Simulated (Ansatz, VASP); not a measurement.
# La in VASP and in Ansatz

```
CELL_PARAMETERS angstrom
0.00000 2.65238 2.65238
2.65238 0.00000 2.65238
2.65238 2.65238 0.00000
ATOMIC_POSITIONS crystal
La 0.00000 0.00000 0.00000
```

Alike in both runs: task single point; functional PBE; k mesh 12 × 12 × 12; occupations fermi-dirac, width 0.1 eV; no spin polarisation.

```csv
,VASP,Ansatz
version,VASP 6.6.1,Ansatz 0.2.0
potentials or method,"VASP PAW PBE potentials, release 64 (La), cutoff 500 eV","plane waves (420 eV) with PAW, scalar-relativistic"
valence electrons in the cell,11,11
```

```tsv
	VASP	Ansatz	Ansatz less VASP
pressure (GPa)	-0.2	-0.3	-0.06
```

The functional is the same, so the differences come from potentials, cutoffs and numerics.

Spin-orbit coupling is off throughout.
